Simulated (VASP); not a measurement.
# BP (F-43m) in VASP: a series of runs

BP is run at these levels: BHLYP, PBE, LDA; tasks: single point.

All numbers are computed with VASP 6.6.1; they aren't measurements. Logs are shortened: lines on timing, memory, paths and dates and some standing lists are left out, and cuts for length are marked.

## Step 1: The cell of the first run

The structure is cubic, space group F-43m (No. 216). The conventional cell has a = 4.538 Å, b = 4.538 Å, c = 4.538 Å, α = 90.00°, β = 90.00°, γ = 90.00°. Within 2.6 Å of P (site symmetry -43m) lie 4 B at 1.97 Å. Within 2.6 Å of B (site symmetry -43m) lie 4 P at 1.97 Å.

## Step 2: Single point, BHLYP

POSCAR

```
BP
1.0
    0.0000000000      2.2690000000      2.2690000000
    2.2690000000      0.0000000000      2.2690000000
    2.2690000000      2.2690000000      0.0000000000
P B
1 1
Direct
    0.7500000000      0.7500000000      0.7500000000
    0.0000000000      0.0000000000      0.0000000000
```

INCAR.step1

```
SYSTEM = BP
PREC = Accurate ; ENCUT = 520
EDIFF = 1E-5 ; ISMEAR = -1
SIGMA = 0.05 ; LREAL = .False.
LASPH = .True. ; NELM = 60
ALGO = Normal ; ISIF = 2
LWAVE = .True. ; LCHARG = .False.
GGA = PE ; NBANDS = 11
```

INCAR.step2

```
SYSTEM = BP
PREC = Accurate ; ENCUT = 520
EDIFF = 1E-6 ; ISMEAR = -1
SIGMA = 0.05 ; LREAL = .False.
LASPH = .True. ; NELM = 60
ALGO = Normal ; ISIF = 2
LWAVE = .False. ; LCHARG = .False.
GGA = B5 ; LHFCALC = .True.
AEXX = 0.5 ; ALDAX = 0.5
AGGAX = 0.5 ; AGGAC = 1.0
ALDAC = 0.0 ; PRECFOCK = Normal
ISTART = 1 ; NBANDS = 11
```

KPOINTS

```
Automatic mesh
0
Gamma
  6 6 6
  0 0 0
```

Potentials or basis: VASP PAW PBE potentials, release 64 (P, B).

On the command line:

```console
> cat potpaw_PBE.64/P/POTCAR potpaw_PBE.64/B/POTCAR > POTCAR
> cp INCAR.step1 INCAR
> mpirun -np 1 vasp_std > vasp.out
> cp INCAR.step2 INCAR
> mpirun -np 1 vasp_std > vasp.out
```

OUTCAR:

```text
SYSTEM = BP
   PREC = Accurate
   ENCUT = 520
   EDIFF = 1E-6
   ISMEAR = -1
   LREAL = .False.
   LASPH = .True.
   NELM = 60
   ISIF = 2
   GGA = B5
   LHFCALC = .True.
   AEXX = 0.5
   PRECFOCK = Normal
   ISTART = 1

 ion  position               nearest neighbor table
   1  0.750  0.750  0.750-   2 1.97   2 1.97   2 1.97   2 1.97
   2  0.000  0.000  0.000-   1 1.97   1 1.97   1 1.97   1 1.97

  LATTYP: Found a face centered cubic cell.
 ALAT       =     4.5380000000

  Lattice vectors:

 A1 = (   0.0000000000,   2.2690000000,   2.2690000000)
 A2 = (   2.2690000000,   0.0000000000,   2.2690000000)
 A3 = (   2.2690000000,   2.2690000000,   0.0000000000)

Analysis of symmetry for initial positions (statically):
=====================================================================
 Subroutine PRICEL returns:
 Original cell was already a primitive cell.

 Routine SETGRP: Setting up the symmetry group for a
 face centered cubic supercell.

 Subroutine GETGRP returns: Found 24 space group operations
 (whereof 24 operations were pure point group operations)
 out of a pool of 48 trial point group operations.

The static configuration has the point symmetry T_d .

Analysis of symmetry for dynamics (positions and initial velocities):
=====================================================================
 Subroutine PRICEL returns:
 Original cell was already a primitive cell.

 Routine SETGRP: Setting up the symmetry group for a
 face centered cubic supercell.

 Subroutine GETGRP returns: Found 24 space group operations
 (whereof 24 operations were pure point group operations)
 out of a pool of 48 trial point group operations.

The dynamic configuration has the point symmetry T_d .

 Subroutine INISYM returns: Found 24 space group operations
 (whereof 24 operations are pure point group operations),
 and found     1 'primitive' translations

----------------------------------------------------------------------------------------

                                     Primitive cell

  volume of cell :      23.3633

  direct lattice vectors                    reciprocal lattice vectors
     0.000000000  2.269000000  2.269000000    -0.220361393  0.220361393  0.220361393
     2.269000000  0.000000000  2.269000000     0.220361393 -0.220361393  0.220361393
     2.269000000  2.269000000  0.000000000     0.220361393  0.220361393 -0.220361393

  length of vectors
     3.208850573  3.208850573  3.208850573     0.381677128  0.381677128  0.381677128

[... 86 lines left out ...]
   ISMEAR =    -1;   SIGMA  =   0.05  broadening in eV -4-tet -1-fermi 0-gaus
   EFERMI_NEDOS =   21; number of points for ismear=-14 and -15
   IALGO  =     38    algorithm
   IMIX   =      1    mixing-type and parameters
     AMIX     =   0.40;   BMIX     =  1.00
     AMIX_MAG =   1.60;   BMIX_MAG =  1.00
  volume/ion in A,a.u.               =      11.68        78.83
  Fermi-wavevector in a.u.,A,eV,Ry     =   1.145320  2.164342 17.847562  1.311759
  Thomas-Fermi vector in A             =   2.282009
   LORBIT       =      0    0 simple, 1 ext, 2 COOP (PROOUT), +10 PAW based schemes
   GGA     = B5    functional components
   LHFCALC =     T    Hartree Fock is set to
   PRECFOCK=normal    Normal, Fast or Accurate (Low or Medium for compatibility)
   ENCUT4O =  -1.0   cutoff for four orbital integrals eV
   NKREDX  =     1    reduce k-point grid by
   NKREDY  =     1    reduce k-point grid by
   NKREDZ  =     1    reduce k-point grid by
   AEXX    =    0.5000 exact exchange contribution
   HFSCREEN=    0.0000 screening length (either q_TF or 0.3 A-1)
   HFSCREENC=   0.0000 screening length for correlation (either q_TF or 0.3 A-1)
   ENCUTFOCK=  -1.0 apply spherical cutoff to Coloumb kernel
   IVDW    =     0    specifies the selected vdW correction
   LEPSILON=     F    determine dielectric tensor
   LRPA    =     F    only Hartree local field effects (RPA)
 non-spin polarized calculation
  energy-cutoff  :      520.00
  volume of cell :       23.36
 maximum number of plane-waves:       636
  NGX = 18; NGY = 18; NGZ = 18

 number of electron       8.0000000 magnetization

 Free energy of the ion-electron system (eV)
  ---------------------------------------------------
  ext. energy  EPLUGINS =         0.00000000
  ---------------------------------------------------
  free energy    TOTEN  =       -17.39452285 eV

  energy without entropy =      -17.39452285  energy(sigma->0) =      -17.39452285

 E-fermi :   7.1971     XC(G=0):  -5.6374

 val. band max:        6.0870859126   @ k =   0.0000   0.0000   0.0000
 cond. band min:      10.8247529198   @ k =   0.5000   0.5000   0.0000
 fundamental gap:      4.7376670072
 Fermi energy:         7.1970976343

 k-point     1 :       0.0000    0.0000    0.0000
  band No.  band energies     occupation
      1     -12.4985      2.00000
      2       6.0871      2.00000
      3       6.0871      2.00000
      4       6.0871      2.00000
      5      13.1508      0.00000
      6      13.1508      0.00000
      7      13.1508      0.00000
      8      17.8157      0.00000
      9      21.8003      0.00000
     10      22.7399      0.00000
     11      22.7399      0.00000
[... 197 lines left out ...]
 k-point    16 :      -0.3333    0.5000    0.1667
  band No.  band energies     occupation
      1      -6.4489      2.00000
      2      -3.9736      2.00000
      3      -0.0196      2.00000
      4       0.1191      2.00000
      5      13.6058      0.00000
      6      14.2664      0.00000
      7      19.7976      0.00000
      8      20.4396      0.00000
      9      24.0004      0.00000
     10      27.4323      0.00000
     11      27.6498      0.00000

------------------------ aborting loop because EDIFF is reached ----------------------------------------

  FORCE on cell =-STRESS in cart. coord.  units (eV):
  Direction    XX          YY          ZZ          XY          YZ          ZX
  --------------------------------------------------------------------------------------
  -------------------------------------------------------------------------------------
  Total       -0.1355644     -0.1355644     -0.1355644      0.0000000      0.0000000      0.0000000
  in kB       -9.2965727     -9.2965727     -9.2965727      0.0000000      0.0000000      0.0000000
  external PRESSURE =      -9.2965727 kB  Pullay stress =       0.0000000 kB

 VOLUME and BASIS-vectors are now :
 -----------------------------------------------------------------------------
  energy-cutoff  :      520.00
  volume of cell :       23.36
      direct lattice vectors                 reciprocal lattice vectors
     0.000000000  2.269000000  2.269000000    -0.220361393  0.220361393  0.220361393
     2.269000000  0.000000000  2.269000000     0.220361393 -0.220361393  0.220361393
     2.269000000  2.269000000  0.000000000     0.220361393  0.220361393 -0.220361393

 POSITION                                       TOTAL-FORCE (eV/Angst)
 -----------------------------------------------------------------------------------
      3.40350      3.40350      3.40350        -0.000000     -0.000000     -0.000000
      0.00000      0.00000      0.00000         0.000000      0.000000      0.000000
 -----------------------------------------------------------------------------------
    total drift:                                0.000000      0.000001      0.000001

  FREE ENERGIE OF THE ION-ELECTRON SYSTEM (eV)
  ---------------------------------------------------
  free  energy   TOTEN  =       -17.3945228457 eV

  energy  without entropy=      -17.3945228457  energy(sigma->0) =      -17.39452285
```

OUTCAR.step1:

```text
SYSTEM = BP
   PREC = Accurate
   ENCUT = 520
   EDIFF = 1E-5
   ISMEAR = -1
   LREAL = .False.
[... 434 lines left out ...]
      3.40350      3.40350      3.40350        -0.000000     -0.000000     -0.000000
      0.00000      0.00000      0.00000         0.000000      0.000000      0.000000
 -----------------------------------------------------------------------------------
    total drift:                               -0.000000     -0.000000     -0.000000

  FREE ENERGIE OF THE ION-ELECTRON SYSTEM (eV)
  ---------------------------------------------------
  free  energy   TOTEN  =       -12.9133267710 eV

  energy  without entropy=      -12.9133266812  energy(sigma->0) =      -12.91332673
```

Wall time 2.7 min (1 thread of Intel Xeon 6975P-C (Granite Rapids), shared host); peak memory 0.14 GiB.

What came out:

```
Free energy            : -17.3945 eV
Pressure               : -0.9 GPa
Band gap on the k mesh : 4.74 eV, indirect (least direct gap 7.06 eV)
```

Levels at points of the mesh, in eV from the valence-band top:
```csv
k point,band 2,band 3,band 4,band 5,band 6,band 7
"(0.00, 0.00, 0.00)",0.00,0.00,0.00,7.06,7.06,7.06
"(0.50, 0.00, 0.00)",-10.78,-2.07,-2.07,7.48,8.59,8.59
"(0.50, 0.50, 0.00)",-10.45,-4.83,-4.83,4.74,5.08,17.25
```

Caveat: the PAW data sets were made with another functional, which shifts forces and pressure a little. A k mesh can miss the band edges.

## Step 3: Single point, PBE

INCAR

```
PREC = Accurate
ENCUT = 520
EDIFF = 1E-6
ISMEAR = -1
SIGMA = 0.03
LREAL = False
LASPH = True
NELM = 60
ALGO = Normal
ISIF = 2
LWAVE = False
LCHARG = True
GGA = PE
LELF = True
LVHAR = True
NBANDS = 11
```

KPOINTS

```
regular mesh
0
Gamma
  4 4 4
```

POSCAR is that of step 2.

Potentials or basis: VASP PAW PBE potentials, release 64 (P, B).

On the command line:

```console
> cat potpaw_PBE.64/P/POTCAR potpaw_PBE.64/B/POTCAR > POTCAR
> mpirun -np 1 vasp_std > vasp.out
```

Run time: 6.3 s. Hardware: 1 thread of Intel Xeon 6975P-C, shared host; peak memory 0.13 GiB.

The run converged. Its results:

```yaml
Free_energy: -12.7589 eV
Pressure: 2.0 GPa
Band_gap_on_the_k_mesh: 1.31 eV, indirect (least direct gap 3.38 eV)
```

Levels at points of the mesh, in eV from the valence-band top:
```tsv
k point	band 1	band 2	band 3	band 4	band 5	band 6	band 7	band 8
(0.00, 0.00, 0.00)	-15.47	0.00	0.00	0.00	3.38	3.38	3.38	7.38
(0.50, 0.00, 0.00)	-12.15	-9.05	-1.76	-1.76	3.77	4.69	4.69	10.11
(0.50, 0.50, 0.00)	-10.62	-8.59	-4.12	-4.12	1.31	1.64	12.12	12.12
```

Caveat: the k points lie up to 0.60 Å⁻¹ apart. A k mesh can miss the band edges.

## Step 4: Single point, LDA

INCAR

```
  PREC = Accurate
  ENCUT = 520
  EDIFF = 1E-6
  ISMEAR = 0
  SIGMA = 0.05
  LREAL = F
  LASPH = T
  NELM = 60
  ALGO = Normal
  ISIF = 2
  LWAVE = F
  LCHARG = F
  GGA = CA
  NBANDS = 11
```

KPOINTS

```
regular mesh
0
Gamma
  10 10 10
```

POSCAR is that of step 3.

Potentials or basis: VASP PAW LDA potentials, release 64 (P, B).

On the command line:

```console
> cat potpaw_LDA.64/P/POTCAR potpaw_LDA.64/B/POTCAR > POTCAR
> mpirun -np 1 vasp_std > vasp.out
```

It took 12 s on 1 thread of Intel Xeon 6975P-C, shared host; peak memory 0.13 GiB.

Results (log left out):

```
Free energy            : -14.3871 eV
Pressure               : -5.3 GPa
Band gap on the k mesh : 1.19 eV, indirect (least direct gap 3.38 eV)
```

Levels at points of the mesh, in eV from the valence-band top:
```
           k point  band 1  band 2  band 3  band 4  band 5  band 6  band 7  band 8
(0.00, 0.00, 0.00)  -15.39    0.00    0.00    0.00    3.38    3.38    3.38    7.37
(0.50, 0.00, 0.00)  -12.06   -9.01   -1.75   -1.75    3.78    4.68    4.68    9.92
(0.50, 0.50, 0.00)  -10.56   -8.49   -4.11   -4.11    1.30    1.55   12.00   12.00
```

## Step 5: Overview

| level | potentials or basis | k mesh | smearing | grid for exact exchange (PRECFOCK) | gap on the mesh (eV) | pressure (GPa) |
| --- | --- | --- | --- | --- | --- | --- |
| BHLYP | VASP PAW PBE potentials, release 64 (P, B) | 6 × 6 × 6 | fermi-dirac 0.05 eV | Normal | 4.74 | -0.9 |
| PBE | VASP PAW PBE potentials, release 64 (P, B) | 4 × 4 × 4 | fermi-dirac 0.03 eV | - | 1.31 | 2.0 |
| LDA | VASP PAW LDA potentials, release 64 (P, B) | 10 × 10 × 10 | gaussian 0.05 eV | - | 1.19 | -5.3 |

Alike in all rows: task single point; no spin polarisation; cell as given; cutoff (eV) 520.

Caveats: some runs use coarse meshes; the PAW data sets were made with another functional, which shifts forces and pressure a little (some runs).

Total energies depend on the potentials used, so only differences within one code and one set of settings carry meaning.
